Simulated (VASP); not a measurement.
Wanted: the native input for a VASP 6.6.1 run.

```yaml
Task: relaxation of the atoms
Functional: PBE
Potentials_or_basis: VASP PAW PBE potentials, release 64 (Fe, Si)
Cutoff: 520 eV
k_mesh: 8 × 8 × 8
Occupations: gaussian, width 0.01 eV
Spin: no spin polarisation
Dipole_correction: no
Further_INCAR_settings: ALGO = Normal; EDIFF = 1e-06; IBRION = 2; EDIFFG = -0.01; NSW = 50
```

The structure of FeSi lies in POSCAR:

```
FeSi
1.0
    4.2624800516      0.0000000000      0.0000000000
    0.0000000000      4.2624800516      0.0000000000
    0.0000000000      0.0000000000      4.2624800516
Fe Si
4 4
Direct
    0.1395979673      0.1395979673      0.1395979673
    0.3604020327      0.8604020327      0.6395979673
    0.6395979673      0.3604020327      0.8604020327
    0.8604020327      0.6395979673      0.3604020327
    0.8423393827      0.8423393827      0.8423393827
    0.6576606173      0.1576606173      0.3423393827
    0.3423393827      0.6576606173      0.1576606173
    0.1576606173      0.3423393827      0.6576606173
```

The input as run:

INCAR

```
PREC = Accurate ; ENCUT = 520
EDIFF = 1E-6 ; ISMEAR = 0
SIGMA = 0.01 ; LREAL = F
LASPH = T ; NELM = 100
ALGO = Normal ; ISIF = 2
LWAVE = F ; LCHARG = F
GGA = PE ; IBRION = 2
NSW = 50 ; EDIFFG = -0.01
```

KPOINTS

```
Automatic mesh
0
Gamma
  8 8 8
```

Potentials or basis: VASP PAW PBE potentials, release 64 (Fe, Si).

Run with:

```sh
$ cat potpaw_PBE.64/Fe/POTCAR potpaw_PBE.64/Si/POTCAR > POTCAR
$ mpirun -np 1 vasp_std > vasp.out
```

Results of the run:

```json
{
 "Energy gained by relaxing": "0.5 meV/atom",
 "Ionic steps": "3",
 "Pressure after relaxing": "38.0 GPa",
 "Band gap on the k mesh": "0.15 eV (least direct gap 0.17 eV)"
}
```

Run time: 2 min on 1 thread of Intel(R) Xeon(R) Platinum 8259CL CPU @ 2.50GHz (Skylake/Cascade Lake) (shared host), peak memory 0.23 GiB.
